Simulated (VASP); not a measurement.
# Te (P6_3/mmc) in VASP: further runs

The runs below take Te through relaxation of cell and atoms, with PBEsol.

All numbers are computed with VASP 6.6.1; they aren't measurements. Logs are shortened: lines on timing, memory, paths and dates and some standing lists are left out, and cuts for length are marked.

## (1) The cell of the first run

The structure is hexagonal, space group P6_3/mmc (No. 194). Conventional cell: a = 3.263 Å, b = 3.263 Å, c = 5.285 Å, α = 90.00°, β = 90.00°, γ = 120.00°. Te (site symmetry -6m2) has 12 Te at 3.25 to 3.26 Å within 4.3 Å.

This isn't the form of Te at room conditions, which is trigonal, of chains.

## (2) Relaxation of cell and atoms, PBEsol, target pressure 8.9 GPa, at which the enthalpy is minimised

Contents of INCAR:

```
PREC = Accurate
ENCUT = 600
EDIFF = 1E-7
ISMEAR = -1
SIGMA = 0.1
LREAL = False
LASPH = True
NELM = 60
ALGO = Normal
ISIF = 3
LWAVE = False
LCHARG = False
GGA = PS
IBRION = 2
NSW = 60
EDIFFG = -0.005
PSTRESS = 89.0
```

Contents of KPOINTS:

```
Automatic mesh
0
Gamma
  13 13 7
```

Contents of POSCAR:

```
Te
1.0
    3.2625835700      0.0000000000      0.0000000000
   -1.6312917850      2.8254802536      0.0000000000
    0.0000000000      0.0000000000      5.2853853835
Te
2
Direct
    0.3333333333      0.6666666667      0.2500000000
    0.6666666667      0.3333333333      0.7500000000
```

Potentials or basis: VASP PAW PBE potentials, release 64 (Te).

On the command line:

```sh
> cat potpaw_PBE.64/Te/POTCAR > POTCAR
> mpirun -np 1 vasp_std > vasp.out
```

OUTCAR:

```text
PREC = Accurate
   ENCUT = 600
   EDIFF = 1E-7
   ISMEAR = -1
   LREAL = False
   LASPH = True
   NELM = 60
   ISIF = 3
   GGA = PS
   IBRION = 2
   NSW = 60
   EDIFFG = -0.005
   PSTRESS = 89.0

 ion  position               nearest neighbor table
   1  0.333  0.667  0.250-   2 3.25   2 3.25   2 3.25   2 3.25   2 3.25   2 3.25
   2  0.667  0.333  0.750-   1 3.25   1 3.25   1 3.25   1 3.25   1 3.25   1 3.25

  LATTYP: Found a hexagonal cell.
 ALAT       =     3.2625835700
 C/A-ratio  =     1.6200000000

  Lattice vectors:

 A1 = (   3.2625835700,   0.0000000000,   0.0000000000)
 A2 = (  -1.6312917850,   2.8254802536,   0.0000000000)
 A3 = (   0.0000000000,   0.0000000000,   5.2853853835)

Analysis of symmetry for initial positions (statically):
=====================================================================
 Subroutine PRICEL returns:
 Original cell was already a primitive cell.

 Routine SETGRP: Setting up the symmetry group for a
 hexagonal supercell.

 Subroutine GETGRP returns: Found 24 space group operations
 (whereof 12 operations were pure point group operations)
 out of a pool of 24 trial point group operations.

The static configuration has the point symmetry D_3d.
 The point group associated with its full space group is D_6h.

Analysis of symmetry for dynamics (positions and initial velocities):
=====================================================================
 Subroutine PRICEL returns:
 Original cell was already a primitive cell.

 Routine SETGRP: Setting up the symmetry group for a
 hexagonal supercell.

 Subroutine GETGRP returns: Found 24 space group operations
 (whereof 12 operations were pure point group operations)
 out of a pool of 24 trial point group operations.

The dynamic configuration has the point symmetry D_3d.
 The point group associated with its full space group is D_6h.

 Subroutine INISYM returns: Found 24 space group operations
 (whereof 12 operations are pure point group operations),
 and found     1 'primitive' translations

----------------------------------------------------------------------------------------

                                     Primitive cell

  volume of cell :      48.7226

  direct lattice vectors                    reciprocal lattice vectors
     3.262583570  0.000000000  0.000000000     0.306505559  0.176961067  0.000000000
    -1.631291785  2.825480254  0.000000000     0.000000000  0.353922134  0.000000000
     0.000000000  0.000000000  5.285385384     0.000000000  0.000000000  0.189200962

  length of vectors
     3.262583570  3.262583570  5.285385384     0.353922134  0.353922134  0.189200962

  position of ions in fractional coordinates (direct lattice)
     0.333333333  0.666666667  0.250000000
     0.666666667  0.333333333  0.750000000

  ion indices of the primitive-cell ions
   primitive index   ion index
                 1           1
                 2           2

----------------------------------------------------------------------------------------

 KPOINTS: Automatic mesh

Automatic generation of k-mesh.
 Grid dimensions read from file:
 generate k-points for:   13   13    7

 Generating k-lattice:

  Cartesian coordinates                     Fractional coordinates (reciprocal lattice)
     0.023577351  0.013612390  0.000000000     0.076923077  0.000000000  0.000000000
     0.000000000  0.027224780  0.000000000     0.000000000  0.076923077  0.000000000
     0.000000000  0.000000000  0.027028709     0.000000000  0.000000000  0.142857143

  Length of vectors
     0.027224780  0.027224780  0.027028709

  Shift w.r.t. Gamma in fractional coordinates (k-lattice)
     0.000000000  0.000000000  0.000000000

 Subroutine IBZKPT returns following result:
 ===========================================

 Found     84 irreducible k-points:

 Following reciprocal coordinates:
            Coordinates               Weight
  0.000000  0.000000  0.000000      1.000000
  0.076923 -0.000000  0.000000      6.000000
  0.153846  0.000000  0.000000      6.000000
  0.230769 -0.000000  0.000000      6.000000
  0.307692  0.000000  0.000000      6.000000
  0.384615 -0.000000  0.000000      6.000000
[... 16 lines left out ...]
  0.076923 -0.000000  0.142857     12.000000
  0.153846  0.000000  0.142857     12.000000
 [... further k-points ...]
   k-points           NKPTS =     84   k-points in BZ     NKDIM =     84   number of bands    NBANDS=     10
   number of dos      NEDOS =    301   number of ions     NIONS =      2
   total plane-waves  NPLWV =  32928
   dimension x,y,z NGX =    28 NGY =   28 NGZ =   42
   dimension x,y,z NGXF=    56 NGYF=   56 NGZF=   84
   ions per type =               2
   NGX,Y,Z   is equivalent  to a cutoff of  14.27, 14.27, 13.21 a.u.
   NGXF,Y,Z  is equivalent  to a cutoff of  28.53, 28.53, 26.42 a.u.
 SYSTEM =  unknown system
   PREC   = accura    normal or accurate (medium, high low for compatibility)
   ISTART =      0    job   : 0-new  1-cont  2-samecut
   ICHARG =      2    charge: 1-file 2-atom 10-const
   ISPIN  =      1    spin polarized calculation?
   LNONCOLLINEAR =      F non collinear calculations
   LSORBIT =      F    spin-orbit coupling
   LASPH  =      T    aspherical Exc in radial PAW
   ENCUT  =  600.0 eV  44.10 Ry    6.64 a.u.   6.52  6.52 10.56*2*pi/ulx,y,z
   NELM   =     60;   NELMIN=  2; NELMDL= -5     # of ELM steps
   EDIFF  = 0.1E-06   stopping-criterion for ELM
   LREAL  =      F    real-space projection
   EDIFFG = -.5E-02   stopping-criterion for IOM
   NSW    =     60    number of steps for IOM
   IBRION =      2    ionic relax: 0-MD 1-quasi-New 2-CG
   NFREE  =      1    steps in history (QN), initial steepest desc. (CG)
   ISIF   =      3    stress and relaxation
   ISYM   =      2    0-nonsym 1-usesym 2-fastsym
   POTIM  = 0.5000    time-step for ionic-motion
   TEBEG  =    0.0;   TEEND  =   0.0 temperature during run
   PSTRESS=   89.0 pullay stress
   NELECT =      12.0000    total number of electrons
   NUPDOWN=      -1.0000    fix difference up-down
   EMIN   =  10.00;   EMAX   =-10.00  energy-range for DOS
   EFERMI =   0.00;   METHOD = LEGACY
   ISMEAR =    -1;   SIGMA  =   0.10  broadening in eV -4-tet -1-fermi 0-gaus
   EFERMI_NEDOS =   21; number of points for ismear=-14 and -15
   IALGO  =     38    algorithm
   IMIX   =      4    mixing-type and parameters
     AMIX     =   0.40;   BMIX     =  1.00
     AMIX_MAG =   1.60;   BMIX_MAG =  1.00
  volume/ion in A,a.u.               =      24.36       164.40
  Fermi-wavevector in a.u.,A,eV,Ry     =   1.026184  1.939206 14.327652  1.053053
  Thomas-Fermi vector in A             =   2.160063
   LORBIT       =      0    0 simple, 1 ext, 2 COOP (PROOUT), +10 PAW based schemes
   GGA     = PS    functional components
   LHFCALC =     F    Hartree Fock is set to
   AEXX    =    0.0000 exact exchange contribution
   IVDW    =     0    specifies the selected vdW correction
   LEPSILON=     F    determine dielectric tensor
   LRPA    =     F    only Hartree local field effects (RPA)
 conjugate gradient relaxation of ions
 non-spin polarized calculation
  energy-cutoff  :      600.00
  volume of cell :       48.72
 maximum number of plane-waves:      1663
 NGX is ok and might be reduce to    28
   NGX = 13   NGY = 13   NGZ = 21

--------------------------------------- Ionic step        1  -------------------------------------------

 number of electron      12.0000000 magnetization

 Free energy of the ion-electron system (eV)
  ---------------------------------------------------
  ext. energy  EPLUGINS =         0.00000000
  ---------------------------------------------------
  free energy    TOTEN  =        -6.32740293 eV

  energy without entropy =       -6.27737100  energy(sigma->0) =       -6.30238696

------------------------ aborting loop because EDIFF is reached ----------------------------------------

  FORCE on cell =-STRESS in cart. coord.  units (eV):
  Direction    XX          YY          ZZ          XY          YZ          ZX
  --------------------------------------------------------------------------------------
  -------------------------------------------------------------------------------------
  Total        3.1666485      3.1666485      0.9590652      0.0000000      0.0000000      0.0000000
  in kB      104.1309579    104.1309579     31.5375627      0.0000000      0.0000000      0.0000000
  external PRESSURE =      -9.0668405 kB  Pullay stress =      89.0000000 kB
[... 93 lines left out ...]
  FREE ENERGIE OF THE ION-ELECTRON SYSTEM (eV)
  ---------------------------------------------------
  free  energy   TOTEN  =        -6.3212091855 eV

  energy  without entropy=       -6.2781149111  energy(sigma->0) =       -6.29966205

  enthalpy is  TOTEN    =        -3.6922590492 eV   P V=        2.6289501363

 E-fermi :  10.0884     XC(G=0): -10.8417

 val. band max:       10.0810973064   @ k =   0.2308   0.2308   0.1429
 cond. band min:      10.0957426296   @ k =   0.0769   0.0769   0.4286
 fundamental gap:      0.0146453232
 Fermi energy:        10.0884345731

 k-point     1 :       0.0000    0.0000    0.0000
  band No.  band energies     occupation
      1      -5.3890      2.00000
      2       0.6175      2.00000
      3       3.2644      2.00000
      4       9.6965      1.96106
      5       9.6965      1.96106
      6      12.3333      0.00000
      7      12.3333      0.00000
      8      14.2323      0.00000
      9      15.2722      0.00000
     10      17.1861      0.00000
[... 287 lines left out ...]
 k-point    24 :       0.1538    0.0000    0.1429
  band No.  band energies     occupation
      1      -4.8883      2.00000
      2      -0.1299      2.00000
      3       4.6110      2.00000
      4       7.8489      2.00000
      5       8.9973      1.99996
      6      10.7810      0.00196
      7      12.5522      0.00000
      8      13.4436      0.00000
      9      15.6232      0.00000
     10      17.1816      0.00000

 [... further k-points ...]

[... ionic steps 4 to 10 ...]

--------------------------------------- Ionic step       11  -------------------------------------------

 number of electron      12.0000000 magnetization

------------------------ aborting loop because EDIFF is reached ----------------------------------------

  FORCE on cell =-STRESS in cart. coord.  units (eV):
  Direction    XX          YY          ZZ          XY          YZ          ZX
  --------------------------------------------------------------------------------------
  -------------------------------------------------------------------------------------
  Total        2.8666071      2.8666071      2.8196583     -0.0000000      0.0000000      0.0000000
  in kB       90.9868988     90.9868988     89.4967306     -0.0000000      0.0000000      0.0000000
  external PRESSURE =       1.4901761 kB  Pullay stress =      89.0000000 kB
[... 61 lines left out ...]
  enthalpy is  TOTEN    =        -3.8096287558 eV   P V=        2.8127812465

--------------------------------------- Ionic step       13  -------------------------------------------

 number of electron      12.0000000 magnetization

 Free energy of the ion-electron system (eV)
  ---------------------------------------------------
  ext. energy  EPLUGINS =         0.00000000
  ---------------------------------------------------
  free energy    TOTEN  =        -6.62077320 eV

  energy without entropy =       -6.58637066  energy(sigma->0) =       -6.60357193

 E-fermi :   9.5708     XC(G=0): -10.6623

 val. band max:        9.5613465664   @ k =   0.0769  -0.0000   0.4286
 cond. band min:       9.5845635287   @ k =   0.3846   0.1538   0.1429
 fundamental gap:      0.0232169623
 Fermi energy:         9.5707933597

 k-point     1 :       0.0000    0.0000    0.0000
  band No.  band energies     occupation
      1      -5.6599      2.00000
      2       0.5009      2.00000
      3       3.1849      2.00000
      4       8.6551      1.99979
      5       8.6551      1.99979
      6      11.4143      0.00000
      7      11.4143      0.00000
      8      13.1729      0.00000
      9      14.4045      0.00000
     10      16.2786      0.00000
[... 328 lines left out ...]
  FREE ENERGIE OF THE ION-ELECTRON SYSTEM (eV)
  ---------------------------------------------------
  free  energy   TOTEN  =        -6.6207732030 eV

  energy  without entropy=       -6.5863706610  energy(sigma->0) =       -6.60357193

  enthalpy is  TOTEN    =        -3.8096349084 eV   P V=        2.8111382947

 reached required accuracy - stopping structural energy minimisation
```

Run time: 2.4 min. Hardware: 1 thread of Intel Xeon 6975P-C (Granite Rapids), shared host; peak memory 0.22 GiB.

What came out:

```
Free energy                                                : -6.6208 eV
Relaxed volume                                             : 25.30 Å³/atom
Relaxed cell                                               : a = 3.610 Å, b = 3.610 Å, c = 4.484 Å, α = 90.00°, β = 90.00°, γ = 120.00°
Space group after relaxing (to 0.1 Å)                      : P6_3/mmc (No. 194)
Energy change on relaxing (the run minimises the enthalpy) : -146.7 meV/atom
Ionic steps                                                : 13
Pressure after relaxing                                    : 8.9 GPa
Band gap on the k mesh                                     : zero (bands 6 and 7 overlap by 3.69 eV)
```

The path:
| step | energy change (eV) | largest force (eV/Å) | pressure (GPa) | volume (Å³) |
| --- | --- | --- | --- | --- |
| 1 | 0.0000 | 0.0000 | 7.99 | 48.72 |
| 2 | -0.0072 | 0.0000 | 10.34 | 47.71 |
| 3 | 0.0062 | 0.0000 | 11.49 | 47.33 |
| 4 | 0.0533 | 0.0000 | 14.14 | 46.53 |
| 5 | -0.0060 | 0.0000 | 13.13 | 47.12 |
| 6 | -0.1709 | 0.0000 | 11.15 | 48.82 |
| 7 | -0.2785 | 0.0000 | 10.40 | 51.74 |
| 8 | -0.2553 | 0.0000 | 10.43 | 49.99 |
| 9 | -0.2839 | 0.0000 | 9.04 | 50.44 |
| 10 | -0.2824 | 0.0000 | 9.12 | 50.41 |
| 11 | -0.2861 | 0.0000 | 9.05 | 50.48 |
| 12 | -0.2950 | 0.0000 | 8.87 | 50.64 |
| 13 | -0.2934 | 0.0000 | 8.91 | 50.61 |

Final structure:
```
Te
1.0
     3.60997    0.00000    0.00000
    -1.80499    3.12633    0.00000
     0.00000    0.00000    4.48398
Te
2
Direct
  0.33333 0.66667 0.25000
  0.66667 0.33333 0.75000
```

Caveat: the cell is relaxed towards a set pressure, so the run minimises the enthalpy, not the energy; a cell axis changed by over 15 % at a fixed basis, so the end point is rough; the PAW data sets were made with another functional, which shifts forces and pressure a little; spin-orbit coupling is left out, which moves the levels of the heavy elements.

## (3) Relaxation of cell and atoms, PBEsol, target pressure 8.9 GPa, at which the enthalpy is minimised

This run uses another cell than the first one, of 25.29 Å³/atom.

Contents of INCAR:

```
PREC = Accurate
ENCUT = 600
EDIFF = 1E-6
ISMEAR = -1
SIGMA = 0.1
LREAL = F
LASPH = T
NELM = 60
ALGO = Normal
ISIF = 3
LWAVE = F
LCHARG = F
GGA = PS
IBRION = 2
NSW = 32
EDIFFG = -0.005
PSTRESS = 89.0
```

Contents of KPOINTS:

```
regular mesh
0
Gamma
  13 13 7
```

Contents of POSCAR:

```
Te
1.0
    3.6106367040      0.0000000000      0.0000000000
   -1.8053183520      3.1269031095      0.0000000000
    0.0000000000      0.0000000000      4.4802372264
Te
2
Direct
    0.3333333333      0.6666666667      0.2500000000
    0.6666666667      0.3333333333      0.7500000000
```

Potentials or basis: VASP PAW PBE potentials, release 64 (Te).

On the command line:

```sh
> cat potpaw_PBE.64/Te/POTCAR > POTCAR
> mpirun -np 1 vasp_std > vasp.out
```

It took 29 s on 1 thread of Intel Xeon 6975P-C (Granite Rapids), shared host; peak memory 0.21 GiB.

The run converged. Its results:

```yaml
Free_energy: -6.6220 eV
Relaxed_volume: 25.31 Å³/atom
Relaxed_cell: a = 3.611 Å, b = 3.611 Å, c = 4.483 Å, α = 90.00°, β = 90.00°, γ = 120.00°
Space_group_after_relaxing_to_0.1_Å: P6_3/mmc (No. 194)
Energy_change_on_relaxing_the_run_minimises_the_enthalpy: -1.2 meV/atom
Ionic_steps: 3
Pressure_after_relaxing: 8.9 GPa
Band_gap_on_the_k_mesh: zero (bands 6 and 7 overlap by 3.68 eV)
```

The path:
```csv
step,energy change (eV),largest force (eV/Å),pressure (GPa),volume (Å³)
1,0.0000,0.0000,8.98,50.58
2,-0.0051,0.0000,8.77,50.68
3,-0.0023,0.0000,8.89,50.62
```

Final structure:
```yaml
crystal:
  lattice:
    - [3.61113, 0.00000, 0.00000]
    - [-1.80556, 3.12733, 0.00000]
    - [0.00000, 0.00000, 4.48271]
  atoms:
    - { symbol: Te, position: [0.33333, 0.66667, 0.25000] }
    - { symbol: Te, position: [0.66667, 0.33333, 0.75000] }
```

Levels at points of the mesh, in eV from the Fermi level:
```
           k point  band 2  band 3  band 4  band 5  band 6  band 7  band 8  band 9  band 10
(0.00, 0.00, 0.00)   -9.07   -6.38   -0.92   -0.92    1.84    1.84    3.60    4.83     6.70
```

Caveat: the cell is relaxed towards a set pressure, so the run minimises the enthalpy, not the energy; the PAW data sets were made with another functional, which shifts forces and pressure a little; spin-orbit coupling is left out, which moves the levels of the heavy elements.
